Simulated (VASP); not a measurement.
# Si16N in VASP: single point with PBE+D3(BJ)

Aim: the single point of Si16N with PBE+D3(BJ).

Program: VASP 6.6.1. These are calculated values, not measurements. Logs are shortened: lines on timing, memory, paths and dates and some standing lists are left out, and cuts for length are marked.

**1. The cell of the first run**

The cell holds a slab with vacuum, 34 atoms: a = 7.631 Å, b = 7.631 Å, c = 28.987 Å, α = 90.00°, β = 90.00°, γ = 120.00°.

**2. Single point, PBE+D3(BJ)**

File INCAR:

```
SYSTEM = Si16N
PREC = Accurate ; ENCUT = 520
EDIFF = 1E-6 ; ISMEAR = 0
SIGMA = 0.05 ; LREAL = Auto
LASPH = .TRUE. ; NELM = 80
ALGO = Fast ; ISIF = 2
LWAVE = .FALSE. ; LCHARG = .TRUE.
LDIPOL = .TRUE. ; IDIPOL = 3
DIPOL = 0.5 0.5 0.334 ; GGA = PE
IVDW = 12 ; LELF = .TRUE.
LVHAR = .TRUE. ; LVACPOTAV = .TRUE.
NBANDS = 92
```

File KPOINTS:

```
regular mesh
0
G
  6 6 1
  0 0 0
```

File POSCAR:

```
Si16N
1.0
    7.6310340353      0.0000000000      0.0000000000
   -3.8155170176      6.6086693317      0.0000000000
    0.0000000000      0.0000000000     28.9874814887
Si N
32 2
Direct
    0.3333333333      0.1666666667      0.1379906013
    0.3333333333      0.6666666667      0.1379906013
    0.8333333333      0.1666666667      0.1379906013
    0.8333333333      0.6666666667      0.1379906013
    0.1666666667      0.3333333333      0.1654736886
    0.1666666667      0.8333333333      0.1654736886
    0.6666666667      0.3333333333      0.1654736886
    0.6666666667      0.8333333333      0.1654736886
    0.1666666667      0.3333333333      0.2468813265
    0.1666666667      0.8333333333      0.2468813265
    0.6666666667      0.3333333333      0.2468813265
    0.6666666667      0.8333333333      0.2468813265
    0.3333333333      0.1666666667      0.2743644139
    0.3333333333      0.6666666667      0.2743644139
    0.8333333333      0.1666666667      0.2743644139
    0.8333333333      0.6666666667      0.2743644139
    0.3333333333      0.1666666667      0.3556303192
    0.3333333333      0.6666666667      0.3556303192
    0.8333333333      0.1666666667      0.3556303192
    0.8333333333      0.6666666667      0.3556303192
    0.1666666667      0.3333333333      0.3827070110
    0.1666666667      0.8333333333      0.3827070110
    0.6666666667      0.3333333333      0.3827070110
    0.6666666667      0.8333333333      0.3827070110
    0.1666666667      0.3333333333      0.4657581719
    0.1666666667      0.8333333333      0.4657581719
    0.6666666667      0.3333333333      0.4657581719
    0.6666666667      0.8333333333      0.4657581719
    0.3333333333      0.1666666667      0.4894347753
    0.3333333333      0.6666666667      0.4894347753
    0.8333333333      0.1666666667      0.4894347753
    0.8333333333      0.6666666667      0.4894347753
    0.4166666667      0.3333333333      0.6170760815
    0.4166666667      0.3333333333      0.6550234968
```

Potentials or basis: VASP PAW PBE potentials, release 64 (Si, N).

Launch:

```
$ cat potpaw_PBE.64/Si/POTCAR potpaw_PBE.64/N/POTCAR > POTCAR
$ mpirun -np 1 vasp_std > vasp.out
```

OUTCAR:

```text
SYSTEM = Si16N
   PREC = Accurate
   ENCUT = 520
   EDIFF = 1E-6
   ISMEAR = 0
   LREAL = Auto
   LASPH = .TRUE.
   NELM = 80
   ISIF = 2
   GGA = PE
   IVDW = 12
 IVDW          = 12

 ion  position               nearest neighbor table
   1  0.333  0.167  0.138-   5 2.34   6 2.34   7 2.34
   2  0.333  0.667  0.138-   6 2.34   5 2.34   8 2.34
   3  0.833  0.167  0.138-   7 2.34   8 2.34   5 2.34
   4  0.833  0.667  0.138-   8 2.34   7 2.34   6 2.34
   5  0.167  0.333  0.165-   1 2.34   2 2.34   3 2.34   9 2.36
   6  0.167  0.833  0.165-   2 2.34   1 2.34   4 2.34  10 2.36
   7  0.667  0.333  0.165-   3 2.34   4 2.34   1 2.34  11 2.36
   8  0.667  0.833  0.165-   4 2.34   3 2.34   2 2.34  12 2.36
   9  0.167  0.333  0.247-  13 2.34  14 2.34  15 2.34   5 2.36
  10  0.167  0.833  0.247-  14 2.34  13 2.34  16 2.34   6 2.36
[... 16 lines left out ...]
  27  0.667  0.333  0.466-  31 2.31  32 2.31  29 2.31  23 2.41
  28  0.667  0.833  0.466-  32 2.31  31 2.31  30 2.31  24 2.41
  29  0.333  0.167  0.489-  25 2.31  26 2.31  27 2.31
  30  0.333  0.667  0.489-  26 2.31  25 2.31  28 2.31
  31  0.833  0.167  0.489-  27 2.31  28 2.31  25 2.31
  32  0.833  0.667  0.489-  28 2.31  27 2.31  26 2.31
  33  0.417  0.333  0.617-  34 1.10
  34  0.417  0.333  0.655-  33 1.10

  LATTYP: Found a hexagonal cell.
 ALAT       =     7.6310340353
 C/A-ratio  =     3.7986308742

  Lattice vectors:

 A1 = (   7.6310340353,   0.0000000000,   0.0000000000)
 A2 = (  -3.8155170176,   6.6086693317,   0.0000000000)
 A3 = (   0.0000000000,   0.0000000000,  28.9874814887)

Analysis of symmetry for initial positions (statically):
=====================================================================
 Subroutine PRICEL returns:
 Original cell was already a primitive cell.

 Routine SETGRP: Setting up the symmetry group for a
 hexagonal supercell.

 Subroutine GETGRP returns: Found  2 space group operations
 (whereof  1 operations were pure point group operations)
 out of a pool of 24 trial point group operations.

The static configuration has the point symmetry C_1 .
 The point group associated with its full space group is C_1h.

Analysis of symmetry for dynamics (positions and initial velocities):
=====================================================================
 Subroutine PRICEL returns:
 Original cell was already a primitive cell.

 Routine SETGRP: Setting up the symmetry group for a
 hexagonal supercell.

 Subroutine GETGRP returns: Found  2 space group operations
 (whereof  1 operations were pure point group operations)
 out of a pool of 24 trial point group operations.

The dynamic configuration has the point symmetry C_1 .
 The point group associated with its full space group is C_1h.

 Subroutine INISYM returns: Found  2 space group operations
 (whereof  1 operations are pure point group operations),
 and found     1 'primitive' translations

----------------------------------------------------------------------------------------

                                     Primitive cell

  volume of cell :    1461.8671

  direct lattice vectors                    reciprocal lattice vectors
     7.631034035  0.000000000  0.000000000     0.131043840  0.075658196  0.000000000
    -3.815517018  6.608669332  0.000000000     0.000000000  0.151316392  0.000000000
     0.000000000  0.000000000 28.987481489     0.000000000  0.000000000  0.034497650

  length of vectors
     7.631034035  7.631034035 28.987481489     0.151316392  0.151316392  0.034497650

  position of ions in fractional coordinates (direct lattice)
     0.333333333  0.166666667  0.137990601
     0.333333333  0.666666667  0.137990601
     0.833333333  0.166666667  0.137990601
     0.833333333  0.666666667  0.137990601
     0.166666667  0.333333333  0.165473689
     0.166666667  0.833333333  0.165473689
[... 26 lines left out ...]
     0.416666667  0.333333333  0.617076082
     0.416666667  0.333333333  0.655023497

  ion indices of the primitive-cell ions
   primitive index   ion index
                 1           1
                 2           2
                 3           3
                 4           4
                 5           5
                 6           6
[... 26 lines left out ...]
                33          33
                34          34

----------------------------------------------------------------------------------------

 KPOINTS: regular mesh

Automatic generation of k-mesh.
 Grid dimensions read from file:
 generate k-points for:    6    6    1

 Generating k-lattice:

  Cartesian coordinates                     Fractional coordinates (reciprocal lattice)
     0.021840640  0.012609699  0.000000000     0.166666667  0.000000000  0.000000000
     0.000000000  0.025219399  0.000000000     0.000000000  0.166666667  0.000000000
     0.000000000  0.000000000  0.034497650     0.000000000  0.000000000  1.000000000

  Length of vectors
     0.025219399  0.025219399  0.034497650

  Shift w.r.t. Gamma in fractional coordinates (k-lattice)
     0.000000000  0.000000000  0.000000000

 Subroutine IBZKPT returns following result:
 ===========================================

 Found     13 irreducible k-points:

 Following reciprocal coordinates:
            Coordinates               Weight
  0.000000  0.000000  0.000000      1.000000
  0.166667  0.000000  0.000000      4.000000
  0.000000  0.166667  0.000000      2.000000
  0.333333  0.000000  0.000000      4.000000
  0.000000  0.333333  0.000000      2.000000
  0.500000 -0.000000  0.000000      2.000000
  0.000000  0.500000  0.000000      1.000000
  0.166667  0.166667  0.000000      4.000000
 -0.333333  0.166667  0.000000      2.000000
  0.333333  0.166667  0.000000      4.000000
 -0.166667  0.500000  0.000000      4.000000
  0.500000  0.333333  0.000000      4.000000
  0.333333  0.333333  0.000000      2.000000
   k-points           NKPTS =     13   k-points in BZ     NKDIM =     13   number of bands    NBANDS=     92
   number of dos      NEDOS =    301   number of ions     NIONS =     34
   total plane-waves  NPLWV = 777600
   dimension x,y,z NGX =    60 NGY =   60 NGZ =  216
   dimension x,y,z NGXF=   120 NGYF=  120 NGZF=  432
   ions per type =              32   2
   NGX,Y,Z   is equivalent  to a cutoff of  13.07, 13.07, 12.39 a.u.
   NGXF,Y,Z  is equivalent  to a cutoff of  26.14, 26.14, 24.78 a.u.
 SYSTEM =  Si16N
   PREC   = accura    normal or accurate (medium, high low for compatibility)
   ISTART =      0    job   : 0-new  1-cont  2-samecut
   ICHARG =      2    charge: 1-file 2-atom 10-const
   ISPIN  =      1    spin polarized calculation?
   LNONCOLLINEAR =      F non collinear calculations
   LSORBIT =      F    spin-orbit coupling
   LASPH  =      T    aspherical Exc in radial PAW
   ENCUT  =  520.0 eV  38.22 Ry    6.18 a.u.  14.19 14.19 53.90*2*pi/ulx,y,z
   NELM   =     80;   NELMIN=  2; NELMDL= -5     # of ELM steps
   EDIFF  = 0.1E-05   stopping-criterion for ELM
   LREAL  =      T    real-space projection
   EDIFFG = 0.1E-04   stopping-criterion for IOM
   NSW    =      0    number of steps for IOM
   IBRION =     -1    ionic relax: 0-MD 1-quasi-New 2-CG
   NFREE  =      0    steps in history (QN), initial steepest desc. (CG)
   ISIF   =      2    stress and relaxation
   ISYM   =      2    0-nonsym 1-usesym 2-fastsym
   POTIM  = 0.5000    time-step for ionic-motion
   TEBEG  =    0.0;   TEEND  =   0.0 temperature during run
   PSTRESS=    0.0 pullay stress
   NELECT =     138.0000    total number of electrons
   NUPDOWN=      -1.0000    fix difference up-down
   EMIN   =  10.00;   EMAX   =-10.00  energy-range for DOS
   EFERMI =   0.00;   METHOD = LEGACY
   ISMEAR =     0;   SIGMA  =   0.05  broadening in eV -4-tet -1-fermi 0-gaus
   EFERMI_NEDOS =   21; number of points for ismear=-14 and -15
   IALGO  =     68    algorithm
   IMIX   =      4    mixing-type and parameters
     AMIX     =   0.40;   BMIX     =  1.00
     AMIX_MAG =   1.60;   BMIX_MAG =  1.00
  volume/ion in A,a.u.               =      43.00       290.15
  Fermi-wavevector in a.u.,A,eV,Ry     =   0.745416  1.408632  7.560004  0.555645
  Thomas-Fermi vector in A             =   1.840997
   LORBIT       =      0    0 simple, 1 ext, 2 COOP (PROOUT), +10 PAW based schemes
   GGA     = PE    functional components
   LHFCALC =     F    Hartree Fock is set to
   AEXX    =    0.0000 exact exchange contribution
   IVDW    =    12    specifies the selected vdW correction
   LEPSILON=     F    determine dielectric tensor
   LRPA    =     F    only Hartree local field effects (RPA)
 non-spin polarized calculation
 RMM-DIIS sequential band-by-band and
 Gauss-broadening in eV      SIGMA  =   0.05
  energy-cutoff  :      520.00
  volume of cell :     1461.87
 maximum number of plane-waves:     39400
 NGX is ok and might be reduce to    60
   NGX = 29   NGY = 29   NGZ =107

 dipolmoment           0.000000      0.000000      0.051098 electrons x Angstroem

 number of electron     137.9999999 magnetization

 dipolmoment           0.000000      0.000000     -0.035043 electrons x Angstroem

 Free energy of the ion-electron system (eV)
  ---------------------------------------------------
  ext. energy  EPLUGINS =         0.00000000
  ---------------------------------------------------
  free energy    TOTEN  =      -179.39619815 eV

  energy without entropy =     -179.36289711  energy(sigma->0) =     -179.37954763

 E-fermi :  -0.0244     XC(G=0):  -4.8893

 val. band max:       -0.0310427360   @ k =   0.3333   0.3333   0.0000
 cond. band min:      -0.0238359191   @ k =   0.3333   0.3333   0.0000
 fundamental gap:      0.0072068169
 Fermi energy:        -0.0243510908

 k-point     1 :       0.0000    0.0000    0.0000
  band No.  band energies     occupation
      1     -23.8178      2.00000
      2     -11.9006      2.00000
      3     -11.3565      2.00000
      4     -10.6254      2.00000
      5      -9.9574      2.00000
      6      -9.7020      2.00000
[... 1081 lines left out ...]
     80       2.7549      0.00000
     81       2.7598      0.00000
 [bands above 81 left out]

------------------------ aborting loop because EDIFF is reached ----------------------------------------

 Edisp (eV)   -9.17416

 E8    (eV) :    -3.8835

  FORCE on cell =-STRESS in cart. coord.  units (eV):
  Direction    XX          YY          ZZ          XY          YZ          ZX
  --------------------------------------------------------------------------------------
  -------------------------------------------------------------------------------------
  Total       2.16255     2.19251     0.68620     0.00000     0.03001     0.00000
  in kB       2.37011     2.40295     0.75206     0.00000     0.03289     0.00000
  external pressure =        1.84 kB  Pullay stress =        0.00 kB

 VOLUME and BASIS-vectors are now :
 -----------------------------------------------------------------------------
  energy-cutoff  :      520.00
  volume of cell :     1461.87
      direct lattice vectors                 reciprocal lattice vectors
     7.631034035  0.000000000  0.000000000     0.131043840  0.075658196  0.000000000
    -3.815517018  6.608669332  0.000000000     0.000000000  0.151316392  0.000000000
     0.000000000  0.000000000 28.987481489     0.000000000  0.000000000  0.034497650

 POSITION                                       TOTAL-FORCE (eV/Angst)
 -----------------------------------------------------------------------------------
      1.90776      1.10144      4.00000         0.000000      0.001121      0.509843
     -0.00000      4.40578      4.00000         0.000205     -0.000703      0.510281
      5.72328      1.10144      4.00000         0.000000      0.001631      0.509767
      3.81552      4.40578      4.00000        -0.000205     -0.000703      0.510281
      0.00000      2.20289      4.79667         0.002234     -0.000392     -0.671906
     -1.90776      5.50722      4.79667         0.000000      0.000990     -0.672100
[... 26 lines left out ...]
      1.90776      2.20289     17.88748         0.000000      0.023380     -2.146628
      1.90776      2.20289     18.98748        -0.000000     -0.009811      2.106553
 -----------------------------------------------------------------------------------
    total drift:                                0.000000     -0.000037      0.003498

  FREE ENERGIE OF THE ION-ELECTRON SYSTEM (eV)
  ---------------------------------------------------
  free  energy   TOTEN  =      -188.5703624789 eV

  energy  without entropy=     -188.5370614385  energy(sigma->0) =     -188.55371196

 vacuum level on the upper side and lower side of the slab         4.671         4.797
```

Run time: 1.8 h. Hardware: 1 thread of Oxide Virtual Turin-like, shared host; peak memory 2 GiB.

What came out:

* Free energy: -188.5704 eV
* Largest force: 2.147 eV/Å
* Band gap on the k mesh: zero (bands 69 and 70 overlap by 0.36 eV)
* Dispersion energy per atom: -0.270 eV

Forces on the atoms (eV/Å):
```
Si   0.000  0.001  0.510
Si   0.000 -0.001  0.510
Si   0.000  0.002  0.510
Si   0.000 -0.001  0.510
Si   0.002  0.000 -0.672
Si   0.000  0.001 -0.672
Si  -0.002  0.000 -0.672
Si   0.000 -0.001 -0.668
Si   0.003 -0.001  0.227
Si   0.000  0.001  0.227
Si  -0.003 -0.001  0.227
Si   0.000 -0.001  0.225
Si   0.000  0.001 -0.052
Si   0.000 -0.002 -0.050
Si   0.000  0.003 -0.050
Si   0.000 -0.002 -0.050
Si   0.000 -0.001  0.012
Si   0.002  0.002  0.018
Si   0.000 -0.005  0.023
Si  -0.002  0.002  0.018
Si   0.015 -0.002  0.030
Si   0.000  0.007  0.024
Si  -0.015 -0.002  0.030
Si   0.000 -0.002  0.028
Si  -0.009  0.007 -0.001
Si   0.000 -0.013 -0.013
Si   0.009  0.007 -0.001
Si   0.000  0.001 -0.018
Si   0.000 -0.011 -0.089
Si   0.002 -0.001 -0.028
Si   0.000 -0.003 -0.025
Si  -0.002 -0.001 -0.028
N    0.000  0.023 -2.147
N    0.000 -0.010  2.107
```

Levels at points of the mesh, in eV from the Fermi level:
```csv
k point,band 66,band 67,band 68,band 69,band 70,band 71
"(0.00, 0.00, 0.00)",-0.25,-0.25,-0.24,-0.24,-0.23,0.13
"(0.50, 0.00, 0.00)",-0.07,-0.06,0.00,0.01,0.06,0.06
"(0.00, 0.50, 0.00)",-0.07,-0.06,0.00,0.01,0.06,0.06
```

Caveat: the standard files for N, O and F lose accuracy on very short bonds.
